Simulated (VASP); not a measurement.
# MnO (I4/mmm) in VASP: a series of runs

MnO is run at these levels: PBE; tasks: single point.

Program: VASP 6.6.1. These are calculated values, not measurements. Logs are shortened: lines on timing, memory, paths and dates and some standing lists are left out, and cuts for length are marked.

### Step 1. The cell of the first run

The structure is tetragonal, space group I4/mmm (No. 139). Conventional cell: a = 3.142 Å, b = 3.142 Å, c = 4.400 Å, α = 90.00°, β = 90.00°, γ = 90.00°. Mn (site symmetry 4/mmm) has 6 O at 2.20 to 2.22 Å within 2.9 Å. O (site symmetry 4/mmm) has 6 Mn at 2.20 to 2.22 Å within 2.9 Å.

### Step 2. Single point, PBE, collinear spin, ferromagnetic start (zz strain of -1 %)

Input file INCAR:

```
ALGO = Normal
EDIFF = 1E-7
ENCUT = 520
GGA = PE
ISIF = 2
ISMEAR = -1
ISPIN = 2
LASPH = True
LCHARG = True
LELF = True
LMAXMIX = 4
LORBIT = 11
LREAL = False
LVHAR = True
LWAVE = False
MAGMOM = 4 0
NBANDS = 20
NELM = 150
PREC = Accurate
SIGMA = 0.05
```

Input file KPOINTS:

```
k-points
0
Gamma
  16 16 16
```

Input file POSCAR:

```
MnO
1.0
    0.0000000000      2.2220000000      2.1997800000
    2.2220000000      0.0000000000      2.1997800000
    2.2220000000      2.2220000000      0.0000000000
Mn O
1 1
Direct
    0.0000000000      0.0000000000      0.0000000000
    0.5000000000      0.5000000000      0.5000000000
```

Potentials or basis: VASP PAW PBE potentials, release 64 (Mn_pv, O).

Command:

```console
> cat potpaw_PBE.64/Mn_pv/POTCAR potpaw_PBE.64/O/POTCAR > POTCAR
> mpirun -np 1 vasp_std > vasp.out
```

OUTCAR:

```text
EDIFF = 1E-7
   ENCUT = 520
   GGA = PE
   ISIF = 2
   ISMEAR = -1
   ISPIN = 2
   LASPH = True
   LORBIT = 11
   LREAL = False
   NELM = 150
   PREC = Accurate

 ion  position               nearest neighbor table
   1  0.000  0.000  0.000-   2 2.20   2 2.20   2 2.22   2 2.22   2 2.22   2 2.22
   2  0.500  0.500  0.500-   1 2.20   1 2.20   1 2.22   1 2.22   1 2.22   1 2.22

  LATTYP: Found a body centered tetragonal cell.
 ALAT       =     3.1423825356
 C/A-ratio  =     1.4000714267

  Lattice vectors:

 A1 = (   0.0000000000,  -2.2220000000,  -2.1997800000)
 A2 = (   0.0000000000,   2.2220000000,  -2.1997800000)
 A3 = (   2.2220000000,   0.0000000000,   2.1997800000)

Analysis of symmetry for initial positions (statically):
=====================================================================
 Subroutine PRICEL returns:
 Original cell was already a primitive cell.

 Routine SETGRP: Setting up the symmetry group for a
 body centered tetragonal supercell.

 Subroutine GETGRP returns: Found 16 space group operations
 (whereof 16 operations were pure point group operations)
 out of a pool of 16 trial point group operations.

The static configuration has the point symmetry D_4h.

Analysis of symmetry for dynamics (positions and initial velocities):
=====================================================================
 Subroutine PRICEL returns:
 Original cell was already a primitive cell.

 Routine SETGRP: Setting up the symmetry group for a
 body centered tetragonal supercell.

 Subroutine GETGRP returns: Found 16 space group operations
 (whereof 16 operations were pure point group operations)
 out of a pool of 16 trial point group operations.

The dynamic configuration has the point symmetry D_4h.

Analysis of structural, dynamic, and magnetic symmetry:
=====================================================================
 Subroutine PRICEL returns:
 Original cell was already a primitive cell.

 Routine SETGRP: Setting up the symmetry group for a
 body centered tetragonal supercell.

 Subroutine GETGRP returns: Found 16 space group operations
 (whereof 16 operations were pure point group operations)
 out of a pool of 16 trial point group operations.

The overall configuration has the point symmetry D_4h.

 Subroutine INISYM returns: Found 16 space group operations
 (whereof 16 operations are pure point group operations),
 and found     1 'primitive' translations

----------------------------------------------------------------------------------------

                                     Primitive cell

  volume of cell :      21.7219

  direct lattice vectors                    reciprocal lattice vectors
     0.000000000  2.222000000  2.199780000    -0.225022502  0.225022502  0.227295457
     2.222000000  0.000000000  2.199780000     0.225022502 -0.225022502  0.227295457
     2.222000000  2.222000000  0.000000000     0.225022502  0.225022502 -0.227295457

  length of vectors
     3.126710100  3.126710100  3.142382536     0.391067101  0.391067101  0.391067101

  position of ions in fractional coordinates (direct lattice)
     0.000000000  0.000000000  0.000000000
     0.500000000  0.500000000  0.500000000

  ion indices of the primitive-cell ions
   primitive index   ion index
                 1           1
                 2           2

----------------------------------------------------------------------------------------

 KPOINTS: k-points

Automatic generation of k-mesh.
 Grid dimensions read from file:
 generate k-points for:   16   16   16

 Generating k-lattice:

  Cartesian coordinates                     Fractional coordinates (reciprocal lattice)
    -0.014063906  0.014063906  0.014205966     0.062500000  0.000000000  0.000000000
     0.014063906 -0.014063906  0.014205966     0.000000000  0.062500000  0.000000000
     0.014063906  0.014063906 -0.014205966    -0.000000000 -0.000000000  0.062500000

  Length of vectors
     0.024441694  0.024441694  0.024441694

  Shift w.r.t. Gamma in fractional coordinates (k-lattice)
     0.000000000  0.000000000  0.000000000

 Subroutine IBZKPT returns following result:
 ===========================================

 Found    349 irreducible k-points:

 Following reciprocal coordinates:
            Coordinates               Weight
  0.000000  0.000000  0.000000      1.000000
  0.062500  0.000000  0.000000      8.000000
  0.125000  0.000000  0.000000      8.000000
  0.187500 -0.000000  0.000000      8.000000
  0.250000  0.000000  0.000000      8.000000
  0.312500 -0.000000  0.000000      8.000000
[... 16 lines left out ...]
 -0.125000  0.062500  0.000000      8.000000
 -0.062500  0.062500  0.000000      4.000000
 [... further k-points ...]
   k-points           NKPTS =    349   k-points in BZ     NKDIM =    349   number of bands    NBANDS=     20
   number of dos      NEDOS =    301   number of ions     NIONS =      2
   total plane-waves  NPLWV =  13824
   dimension x,y,z NGX =    24 NGY =   24 NGZ =   24
   dimension x,y,z NGXF=    48 NGYF=   48 NGZF=   48
   ions per type =               1   1
   NGX,Y,Z   is equivalent  to a cutoff of  12.76, 12.76, 12.70 a.u.
   NGXF,Y,Z  is equivalent  to a cutoff of  25.52, 25.52, 25.39 a.u.
 SYSTEM =  unknown system
   PREC   = accura    normal or accurate (medium, high low for compatibility)
   ISTART =      0    job   : 0-new  1-cont  2-samecut
   ICHARG =      2    charge: 1-file 2-atom 10-const
   ISPIN  =      2    spin polarized calculation?
   LNONCOLLINEAR =      F non collinear calculations
   LSORBIT =      F    spin-orbit coupling
   LASPH  =      T    aspherical Exc in radial PAW
   ENCUT  =  520.0 eV  38.22 Ry    6.18 a.u.   5.81  5.81  5.84*2*pi/ulx,y,z
   NELM   =    150;   NELMIN=  2; NELMDL= -5     # of ELM steps
   EDIFF  = 0.1E-06   stopping-criterion for ELM
   LREAL  =      F    real-space projection
   EDIFFG = 0.1E-05   stopping-criterion for IOM
   NSW    =      0    number of steps for IOM
   IBRION =     -1    ionic relax: 0-MD 1-quasi-New 2-CG
   NFREE  =      0    steps in history (QN), initial steepest desc. (CG)
   ISIF   =      2    stress and relaxation
   ISYM   =      2    0-nonsym 1-usesym 2-fastsym
   POTIM  = 0.5000    time-step for ionic-motion
   TEBEG  =    0.0;   TEEND  =   0.0 temperature during run
   PSTRESS=    0.0 pullay stress
   NELECT =      19.0000    total number of electrons
   NUPDOWN=      -1.0000    fix difference up-down
   EMIN   =  10.00;   EMAX   =-10.00  energy-range for DOS
   EFERMI =   0.00;   METHOD = LEGACY
   ISMEAR =    -1;   SIGMA  =   0.05  broadening in eV -4-tet -1-fermi 0-gaus
   EFERMI_NEDOS =   21; number of points for ismear=-14 and -15
   IALGO  =     38    algorithm
   IMIX   =      4    mixing-type and parameters
     AMIX     =   0.40;   BMIX     =  1.00
     AMIX_MAG =   1.60;   BMIX_MAG =  1.00
  volume/ion in A,a.u.               =      10.86        73.29
  Fermi-wavevector in a.u.,A,eV,Ry     =   1.565646  2.958642 33.351247  2.451247
  Thomas-Fermi vector in A             =   2.668091
   LORBIT       =     11    0 simple, 1 ext, 2 COOP (PROOUT), +10 PAW based schemes
   GGA     = PE    functional components
   LHFCALC =     F    Hartree Fock is set to
   AEXX    =    0.0000 exact exchange contribution
   IVDW    =     0    specifies the selected vdW correction
   LEPSILON=     F    determine dielectric tensor
   LRPA    =     F    only Hartree local field effects (RPA)
 spin polarized calculation
  energy-cutoff  :      520.00
  volume of cell :       21.72
 maximum number of plane-waves:       604
   NGX = 11   NGY = 11   NGZ = 11

 number of electron      18.9999995 magnetization       4.7344335

 Free energy of the ion-electron system (eV)
  ---------------------------------------------------
  ext. energy  EPLUGINS =         0.00000000
  ---------------------------------------------------
  free energy    TOTEN  =       -16.40520961 eV

  energy without entropy =      -16.39724436  energy(sigma->0) =      -16.40122698

 E-fermi :   7.6940     XC(G=0): -11.9290

 val. band max:        7.6892007736   @ k =  -0.4375   0.2500   0.1875
 cond. band min:       7.6944997653   @ k =  -0.0625   0.2500   0.1875
 fundamental gap:      0.0052989918
 Fermi energy:         7.6939518648

 spin component 1

 k-point     1 :       0.0000    0.0000    0.0000
  band No.  band energies     occupation
      1     -42.6876      1.00000
      2     -42.6853      1.00000
      3     -42.6853      1.00000
      4     -12.6924      1.00000
      5       3.8616      1.00000
      6       3.8809      1.00000
[... 12 lines left out ...]
     19      27.4746      0.00000
     20      27.8441      0.00000

 k-point     2 :       0.0625    0.0000    0.0000
  band No.  band energies     occupation
      1     -42.6893      1.00000
      2     -42.6865      1.00000
      3     -42.6856      1.00000
      4     -12.6581      1.00000
      5       3.4535      1.00000
      6       3.6048      1.00000
[... 12 lines left out ...]
     19      27.3183      0.00000
     20      28.0959      0.00000

 k-point     3 :       0.1250    0.0000    0.0000
  band No.  band energies     occupation
      1     -42.6961      1.00000
      2     -42.6878      1.00000
      3     -42.6866      1.00000
      4     -12.5586      1.00000
      5       2.6766      1.00000
      6       3.1409      1.00000
[... 12 lines left out ...]
     19      26.8768      0.00000
     20      29.2210      0.00000

 k-point     4 :       0.1875   -0.0000    0.0000
  band No.  band energies     occupation
      1     -42.7068      1.00000
      2     -42.6892      1.00000
      3     -42.6881      1.00000
      4     -12.4054      1.00000
      5       1.8317      1.00000
      6       2.6808      1.00000
[... 429 lines left out ...]
 k-point    23 :      -0.1250    0.0625    0.0000
  band No.  band energies     occupation
      1     -42.6994      1.00000
      2     -42.6911      1.00000
      3     -42.6865      1.00000
      4     -12.4884      1.00000
      5       2.2314      1.00000
      6       2.8239      1.00000
[... 12 lines left out ...]
     19      27.7522      0.00000
     20      30.3626      0.00000

 k-point    24 :      -0.0625    0.0625    0.0000
  band No.  band energies     occupation
      1     -42.6912      1.00000
      2     -42.6896      1.00000
      3     -42.6857      1.00000
      4     -12.6035      1.00000
      5       2.9437      1.00000
      6       3.2551      1.00000
[... 12 lines left out ...]
     19      27.5808      0.00000
     20      29.1589      0.00000

 [... further k-points ...]

 spin component 2

 k-point     1 :       0.0000    0.0000    0.0000
  band No.  band energies     occupation
      1     -38.0621      1.00000
      2     -38.0458      1.00000
      3     -38.0458      1.00000
      4     -12.2546      1.00000
      5       4.2315      1.00000
      6       4.2691      1.00000
[... 12 lines left out ...]
     19      29.8145      0.00000
     20      30.1741      0.00000

 k-point     2 :       0.0625    0.0000    0.0000
  band No.  band energies     occupation
      1     -38.0636      1.00000
      2     -38.0479      1.00000
      3     -38.0462      1.00000
      4     -12.2211      1.00000
      5       3.9949      1.00000
      6       4.1651      1.00000
[... 12 lines left out ...]
     19      29.4393      0.00000
     20      30.3039      0.00000

 k-point     3 :       0.1250    0.0000    0.0000
  band No.  band energies     occupation
      1     -38.0693      1.00000
      2     -38.0526      1.00000
      3     -38.0474      1.00000
      4     -12.1244      1.00000
      5       3.3714      1.00000
      6       3.9508      1.00000
[... 12 lines left out ...]
     19      28.7331      0.00000
     20      31.1789      0.00000

 k-point     4 :       0.1875   -0.0000    0.0000
  band No.  band energies     occupation
      1     -38.0808      1.00000
      2     -38.0565      1.00000
      3     -38.0492      1.00000
      4     -11.9758      1.00000
      5       2.6114      1.00000
      6       3.6674      1.00000
[... 429 lines left out ...]
 k-point    23 :      -0.1250    0.0625    0.0000
  band No.  band energies     occupation
      1     -38.0700      1.00000
      2     -38.0602      1.00000
      3     -38.0472      1.00000
      4     -12.0563      1.00000
      5       3.0050      1.00000
      6       3.7942      1.00000
[... 12 lines left out ...]
     19      29.4848      0.00000
     20      32.2729      0.00000

 k-point    24 :      -0.0625    0.0625    0.0000
  band No.  band energies     occupation
      1     -38.0645      1.00000
      2     -38.0534      1.00000
      3     -38.0463      1.00000
      4     -12.1681      1.00000
      5       3.6291      1.00000
      6       4.0391      1.00000
[... 12 lines left out ...]
     19      29.5258      0.00000
     20      31.3051      0.00000

 [... further k-points ...]
[... 5 lines left out ...]
  --------------------------------------------------------------------------------------
  -------------------------------------------------------------------------------------
  Total        0.1604098      0.1604098      0.1490919      0.0000000      0.0000000     -0.0000000
  in kB       11.8316165     11.8316165     10.9968221      0.0000000      0.0000000     -0.0000000
  external PRESSURE =      11.5533517 kB  Pullay stress =       0.0000000 kB

 VOLUME and BASIS-vectors are now :
 -----------------------------------------------------------------------------
  energy-cutoff  :      520.00
  volume of cell :       21.72
      direct lattice vectors                 reciprocal lattice vectors
     0.000000000  2.222000000  2.199780000    -0.225022502  0.225022502  0.227295457
     2.222000000  0.000000000  2.199780000     0.225022502 -0.225022502  0.227295457
     2.222000000  2.222000000  0.000000000     0.225022502  0.225022502 -0.227295457

 POSITION                                       TOTAL-FORCE (eV/Angst)
 -----------------------------------------------------------------------------------
      0.00000      0.00000      0.00000         0.000000     -0.000000      0.000000
      2.22200      2.22200      2.19978        -0.000000      0.000000      0.000000
 -----------------------------------------------------------------------------------
    total drift:                                0.000000     -0.000000     -0.000000

  FREE ENERGIE OF THE ION-ELECTRON SYSTEM (eV)
  ---------------------------------------------------
  free  energy   TOTEN  =       -16.4052096094 eV

  energy  without entropy=      -16.3972443558  energy(sigma->0) =      -16.40122698

 total charge

# of ion       s       p       d       tot
------------------------------------------
    1        0.205   6.180   4.982  11.366
    2        1.561   3.418   0.000   4.980
--------------------------------------------------
tot          1.766   9.598   4.982  16.346

 magnetization (x)

# of ion       s       p       d       tot
------------------------------------------
    1        0.034   0.026   4.244   4.304
    2        0.031   0.168   0.000   0.199
--------------------------------------------------
tot          0.065   0.194   4.244   4.503
```

Wall time 3 min (1 thread of Oxide Virtual Turin-like, shared host); peak memory 0.29 GiB.

Results:

```
Free energy                                           : -16.4052 eV
Pressure                                              : 1.2 GPa
Net moment                                            : 4.73 μB per cell
Site moments                                          : Mn +4.30; O +0.20 μB
Valence electrons inside the program's atomic spheres : Mn 11.37; O 4.98
```

Caveat: the cell differs from its parent crystal (zz strain of -1 %); a cell with one magnetic atom can't hold antiferromagnetic order, which such compounds often take; semilocal functionals often make such compounds metallic where correlation or magnetic order opens a gap, which also shifts bond lengths.

### Step 3. Single point, PBE, collinear spin, ferromagnetic start (zz strain of +2 %)

Input file INCAR:

```
SYSTEM = MnO
PREC = Accurate
ENCUT = 520
EDIFF = 1E-6
ISMEAR = -1
SIGMA = 0.05
LREAL = .FALSE.
LASPH = .TRUE.
NELM = 150
ALGO = Normal
ISIF = 2
LWAVE = .FALSE.
LCHARG = .FALSE.
ISPIN = 2
MAGMOM = 4 0
LORBIT = 11
LMAXMIX = 4
GGA = PE
NBANDS = 20
```

Input file KPOINTS:

```
Automatic mesh
0
G
  16 16 16
  0 0 0
```

Input file POSCAR:

```
MnO
1.0
    0.0000000000      2.2220000000      2.2664400000
    2.2220000000      0.0000000000      2.2664400000
    2.2220000000      2.2220000000      0.0000000000
Mn O
1 1
Direct
    0.0000000000      0.0000000000      0.0000000000
    0.5000000000      0.5000000000      0.5000000000
```

Potentials or basis: VASP PAW PBE potentials, release 64 (Mn_pv, O).

Command:

```console
> cat potpaw_PBE.64/Mn_pv/POTCAR potpaw_PBE.64/O/POTCAR > POTCAR
> mpirun -np 1 vasp_std > vasp.out
```

It took 2.3 min on 1 thread of Oxide Virtual Turin-like, shared host; peak memory 0.3 GiB.

The run converged. Its results:

| Quantity | Value |
| --- | --- |
| Free energy | -16.4046 eV |
| Pressure | -2.0 GPa |
| Net moment | 4.81 μB per cell |
| Site moments | Mn +4.36; O +0.20 μB |
| Valence electrons inside the program's atomic spheres | Mn 11.34; O 4.97 |

Stress tensor (GPa, compression positive):
```
-2.21  0.00  0.00
 0.00 -2.21  0.00
 0.00  0.00 -1.68
```

Levels at points of the mesh, in eV from the Fermi level:
Spin up:
```tsv
k point	band 8	band 9	band 10	band 11	band 12	band 13	band 14	band 15	band 16	band 17
(0.00, 0.00, 0.00)	-3.25	-3.17	-3.17	-2.72	-2.65	-0.58	13.93	16.19	16.19	16.20
(0.50, 0.00, 0.00)	-2.35	-2.32	-1.89	0.07	0.25	3.45	7.59	11.56	11.97	18.23
(0.50, 0.50, 0.00)	-4.16	-2.27	-2.07	-2.07	-1.98	4.88	7.58	10.48	13.61	13.61
(0.50, 0.00, 0.50)	-4.15	-2.28	-2.09	-2.05	-1.93	4.91	7.81	10.24	13.24	13.55
```
Spin down:
```tsv
k point	band 5	band 6	band 7	band 8	band 9	band 10
(0.00, 0.00, 0.00)	-3.29	-3.29	-3.21	0.71	0.73	0.84
(0.50, 0.00, 0.00)	-7.20	-4.73	-4.69	1.95	1.98	2.01
(0.50, 0.50, 0.00)	-6.28	-4.19	-4.19	-0.72	1.94	2.15
(0.50, 0.00, 0.50)	-6.26	-4.30	-4.17	-0.73	1.98	2.15
```

Caveat: the cell differs from its parent crystal (zz strain of +2 %); a cell with one magnetic atom can't hold antiferromagnetic order, which such compounds often take; semilocal functionals often make such compounds metallic where correlation or magnetic order opens a gap, which also shifts bond lengths.
